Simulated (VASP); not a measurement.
# Cd3Se2S (P6_3mc) in VASP: relaxation of cell and atoms with PBE

Aim: the relaxation of cell and atoms of Cd3Se2S with PBE.

Program: VASP 6.6.1. These are calculated values, not measurements. Logs are shortened: lines on timing, memory, paths and dates and some standing lists are left out, and cuts for length are marked.

### 1 The cell of the first run

The structure is hexagonal, space group P6_3mc (No. 186). The conventional cell has a = 4.328 Å, b = 4.328 Å, c = 21.172 Å, α = 90.00°, β = 90.00°, γ = 120.00°. Cd (site symmetry 3m) has 4 Se at 2.67 to 2.69 Å within 3.5 Å. Cd (site symmetry 3m) has 3 S at 2.61 Å and 1 Se at 2.69 Å within 3.4 Å. Cd (site symmetry 3m) has 1 S at 2.57 Å and 3 Se at 2.67 Å within 3.4 Å. Within 3.5 Å of Se (site symmetry 3m) lie 4 Cd at 2.67 to 2.69 Å. Se (site symmetry 3m) has 4 Cd at 2.67 to 2.69 Å within 3.5 Å. S (site symmetry 3m) has 4 Cd at 2.57 to 2.61 Å within 3.4 Å.

### 2 Relaxation of cell and atoms, PBE

Input file INCAR:

```
SYSTEM = Cd3Se2S
PREC = Accurate
ENCUT = 600
EDIFF = 1E-6
ISMEAR = 0
SIGMA = 0.02
LREAL = .FALSE.
LASPH = .TRUE.
NELM = 80
ALGO = Normal
ISIF = 3
LWAVE = .FALSE.
LCHARG = .FALSE.
GGA = PE
IBRION = 2
NSW = 100
EDIFFG = -0.01
```

Input file KPOINTS:

```
regular mesh
0
G
  6 6 2
  0 0 0
```

Input file POSCAR:

```
Cd3Se2S
1.0
    4.3279154261      0.0000000000      0.0000000000
   -2.1639577131      3.7480847045      0.0000000000
    0.0000000000      0.0000000000     21.1721401856
Cd Se S
6 4 2
Direct
    0.6666666667      0.3333333333      0.1667980422
    0.6666666667      0.3333333333      0.4956042099
    0.6666666667      0.3333333333      0.8381153742
    0.3333333333      0.6666666667      0.9956042099
    0.3333333333      0.6666666667      0.3381153742
    0.3333333333      0.6666666667      0.6667980422
    0.6666666667      0.3333333333      0.2939454287
    0.6666666667      0.3333333333      0.6228939441
    0.3333333333      0.6666666667      0.1228939441
    0.3333333333      0.6666666667      0.7939454287
    0.6666666667      0.3333333333      0.9596429710
    0.3333333333      0.6666666667      0.4596429710
```

Potentials or basis: VASP PAW PBE potentials, release 64 (Cd, Se, S).

Launch:

```
cat potpaw_PBE.64/Cd/POTCAR potpaw_PBE.64/Se/POTCAR potpaw_PBE.64/S/POTCAR > POTCAR
mpirun -np 1 vasp_std > vasp.out
```

OUTCAR:

```text
SYSTEM = Cd3Se2S
   PREC = Accurate
   ENCUT = 600
   EDIFF = 1E-6
   ISMEAR = 0
   LREAL = .FALSE.
   LASPH = .TRUE.
   NELM = 80
   ISIF = 3
   GGA = PE
   IBRION = 2
   NSW = 100
   EDIFFG = -0.01

 ion  position               nearest neighbor table
   1  0.667  0.333  0.167-   9 2.67   9 2.67   9 2.67   7 2.69
   2  0.667  0.333  0.496-  12 2.61  12 2.61  12 2.61   8 2.69
   3  0.667  0.333  0.838-  11 2.57  10 2.67  10 2.67  10 2.67
   4  0.333  0.667  0.996-  11 2.61  11 2.61  11 2.61   9 2.69
   5  0.333  0.667  0.338-  12 2.57   7 2.67   7 2.67   7 2.67
   6  0.333  0.667  0.667-   8 2.67   8 2.67   8 2.67  10 2.69
   7  0.667  0.333  0.294-   5 2.67   5 2.67   5 2.67   1 2.69
   8  0.667  0.333  0.623-   6 2.67   6 2.67   6 2.67   2 2.69
   9  0.333  0.667  0.123-   1 2.67   1 2.67   1 2.67   4 2.69
  10  0.333  0.667  0.794-   3 2.67   3 2.67   3 2.67   6 2.69
  11  0.667  0.333  0.960-   3 2.57   4 2.61   4 2.61   4 2.61
  12  0.333  0.667  0.460-   5 2.57   2 2.61   2 2.61   2 2.61

  LATTYP: Found a hexagonal cell.
 ALAT       =     4.3279154261
 C/A-ratio  =     4.8919948985

  Lattice vectors:

 A1 = (   4.3279154261,   0.0000000000,   0.0000000000)
 A2 = (  -2.1639577131,   3.7480847045,   0.0000000000)
 A3 = (   0.0000000000,   0.0000000000,  21.1721401856)

Analysis of symmetry for initial positions (statically):
=====================================================================
 Subroutine PRICEL returns:
 Original cell was already a primitive cell.

 Routine SETGRP: Setting up the symmetry group for a
 hexagonal supercell.

 Subroutine GETGRP returns: Found 12 space group operations
 (whereof  6 operations were pure point group operations)
 out of a pool of 24 trial point group operations.

The static configuration has the point symmetry C_3v.
 The point group associated with its full space group is C_6v.

Analysis of symmetry for dynamics (positions and initial velocities):
=====================================================================
 Subroutine PRICEL returns:
 Original cell was already a primitive cell.

 Routine SETGRP: Setting up the symmetry group for a
 hexagonal supercell.

 Subroutine GETGRP returns: Found 12 space group operations
 (whereof  6 operations were pure point group operations)
 out of a pool of 24 trial point group operations.

The dynamic configuration has the point symmetry C_3v.
 The point group associated with its full space group is C_6v.

 Subroutine INISYM returns: Found 12 space group operations
 (whereof  6 operations are pure point group operations),
 and found     1 'primitive' translations

[... 96 lines left out ...]
   ICHARG =      2    charge: 1-file 2-atom 10-const
   ISPIN  =      1    spin polarized calculation?
   LNONCOLLINEAR =      F non collinear calculations
   LSORBIT =      F    spin-orbit coupling
   LASPH  =      T    aspherical Exc in radial PAW
   ENCUT  =  600.0 eV  44.10 Ry    6.64 a.u.   8.64  8.64 42.29*2*pi/ulx,y,z
   NELM   =     80;   NELMIN=  2; NELMDL= -5     # of ELM steps
   EDIFF  = 0.1E-05   stopping-criterion for ELM
   LREAL  =      F    real-space projection
   EDIFFG = -.1E-01   stopping-criterion for IOM
   NSW    =    100    number of steps for IOM
   IBRION =      2    ionic relax: 0-MD 1-quasi-New 2-CG
   NFREE  =      1    steps in history (QN), initial steepest desc. (CG)
   ISIF   =      3    stress and relaxation
   ISYM   =      2    0-nonsym 1-usesym 2-fastsym
   POTIM  = 0.5000    time-step for ionic-motion
   TEBEG  =    0.0;   TEEND  =   0.0 temperature during run
   PSTRESS=    0.0 pullay stress
   NELECT =     108.0000    total number of electrons
   NUPDOWN=      -1.0000    fix difference up-down
   EMIN   =  10.00;   EMAX   =-10.00  energy-range for DOS
   EFERMI =   0.00;   METHOD = LEGACY
   ISMEAR =     0;   SIGMA  =   0.02  broadening in eV -4-tet -1-fermi 0-gaus
   EFERMI_NEDOS =   21; number of points for ismear=-14 and -15
   IALGO  =     38    algorithm
   IMIX   =      4    mixing-type and parameters
     AMIX     =   0.40;   BMIX     =  1.00
     AMIX_MAG =   1.60;   BMIX_MAG =  1.00
  volume/ion in A,a.u.               =      28.62       193.14
  Fermi-wavevector in a.u.,A,eV,Ry     =   1.113265  2.103765 16.862494  1.239358
  Thomas-Fermi vector in A             =   2.249848
   LORBIT       =      0    0 simple, 1 ext, 2 COOP (PROOUT), +10 PAW based schemes
   GGA     = PE    functional components
   LHFCALC =     F    Hartree Fock is set to
   AEXX    =    0.0000 exact exchange contribution
   IVDW    =     0    specifies the selected vdW correction
   LEPSILON=     F    determine dielectric tensor
   LRPA    =     F    only Hartree local field effects (RPA)
 conjugate gradient relaxation of ions
 non-spin polarized calculation
 Gauss-broadening in eV      SIGMA  =   0.02
  energy-cutoff  :      600.00
  volume of cell :      343.44
 maximum number of plane-waves:     11504
 NGX is ok and might be reduce to    36
   NGX = 17   NGY = 17   NGZ = 85

--------------------------------------- Ionic step        1  -------------------------------------------

 number of electron     107.9999997 magnetization

 Free energy of the ion-electron system (eV)
  ---------------------------------------------------
  ext. energy  EPLUGINS =         0.00000000
  ---------------------------------------------------
  free energy    TOTEN  =       -34.19811712 eV

  energy without entropy =      -34.19811712  energy(sigma->0) =      -34.19811712

------------------------ aborting loop because EDIFF is reached ----------------------------------------

  FORCE on cell =-STRESS in cart. coord.  units (eV):
  Direction    XX          YY          ZZ          XY          YZ          ZX
  --------------------------------------------------------------------------------------
  -------------------------------------------------------------------------------------
  Total       -0.0033119     -0.0033119     -0.0148700      0.0000000      0.0000000      0.0000000
  in kB       -0.0154501     -0.0154501     -0.0693697      0.0000000      0.0000000      0.0000000
  external PRESSURE =      -0.0334233 kB  Pullay stress =       0.0000000 kB
[... 79 lines left out ...]
--------------------------------------- Ionic step        3  -------------------------------------------

 number of electron     107.9999996 magnetization

 Free energy of the ion-electron system (eV)
  ---------------------------------------------------
  ext. energy  EPLUGINS =         0.00000000
  ---------------------------------------------------
  free energy    TOTEN  =       -34.19828387 eV

  energy without entropy =      -34.19828387  energy(sigma->0) =      -34.19828387

 E-fermi :   0.7802     XC(G=0):  -8.7016

 val. band max:        0.6924761412   @ k =   0.0000   0.0000   0.0000
 cond. band min:       1.2999899535   @ k =   0.0000   0.0000   0.0000
 fundamental gap:      0.6075138123
 Fermi energy:         0.7801956982

 k-point     1 :       0.0000    0.0000    0.0000
  band No.  band energies     occupation
      1     -11.6007      2.00000
      2     -11.5326      2.00000
      3     -11.4921      2.00000
      4     -11.3666      2.00000
      5     -11.2993      2.00000
      6     -11.2431      2.00000
[... 966 lines left out ...]
  FREE ENERGIE OF THE ION-ELECTRON SYSTEM (eV)
  ---------------------------------------------------
  free  energy   TOTEN  =       -34.1982838700 eV

  energy  without entropy=      -34.1982838700  energy(sigma->0) =      -34.19828387

 reached required accuracy - stopping structural energy minimisation
```

Wall time 17 min (1 thread of Oxide Virtual Turin-like, shared host); peak memory 0.71 GiB.

Results:

| Property | Result |
| --- | --- |
| Free energy | -34.1983 eV |
| Relaxed volume | 28.62 Å³/atom |
| Relaxed cell | a = 4.328 Å, b = 4.328 Å, c = 21.170 Å, α = 90.00°, β = 90.00°, γ = 120.00° |
| Space group after relaxing (to 0.1 Å) | P6_3mc (No. 186) |
| Energy gained by relaxing | 0.0 meV/atom |
| Ionic steps | 3 |
| Pressure after relaxing | 0.0 GPa |
| Band gap on the k mesh | 0.61 eV |

Forces in eV/Å, atoms in the order of the input:
```
Cd   0.000  0.000 -0.001
Cd   0.000  0.000  0.000
Cd   0.000  0.000  0.003
Cd   0.000  0.000  0.000
Cd   0.000  0.000  0.003
Cd   0.000  0.000 -0.001
Se   0.000  0.000  0.000
Se   0.000  0.000 -0.001
Se   0.000  0.000 -0.001
Se   0.000  0.000  0.000
S    0.000  0.000 -0.001
S    0.000  0.000 -0.001
```

The path:
```csv
step,energy change (eV),largest force (eV/Å),pressure (GPa),volume (Å³)
1,0.0000,0.0236,0.00,343.44
2,-0.0001,0.0120,0.00,343.41
3,-0.0002,0.0027,0.00,343.38
```

Final structure:
```
CELL_PARAMETERS angstrom
4.32780 0.00000 0.00000
-2.16390 3.74799 0.00000
0.00000 0.00000 21.16962
ATOMIC_POSITIONS crystal
Cd 0.66667 0.33333 0.16690
Cd 0.66667 0.33333 0.49561
Cd 0.66667 0.33333 0.83809
Cd 0.33333 0.66667 0.99561
Cd 0.33333 0.66667 0.33809
Cd 0.33333 0.66667 0.66690
Se 0.66667 0.33333 0.29385
Se 0.66667 0.33333 0.62282
Se 0.33333 0.66667 0.12282
Se 0.33333 0.66667 0.79385
S 0.66667 0.33333 0.95974
S 0.33333 0.66667 0.45974
```

Levels at points of the mesh, in eV from the valence-band top:
```
           k point  band 51  band 52  band 53  band 54  band 55  band 56  band 57  band 58
(0.00, 0.00, 0.00)    -0.08    -0.08     0.00     0.00     0.61     1.82     2.00     2.25
(0.50, 0.00, 0.00)    -1.11    -1.00    -0.88    -0.71     2.74     2.78     3.13     3.30
(0.00, 0.00, 0.50)    -0.04    -0.04    -0.04    -0.04     1.20     1.20     2.20     2.20
(0.50, 0.00, 0.50)    -1.14    -1.14    -0.78    -0.78     2.93     2.93     2.98     2.98
```
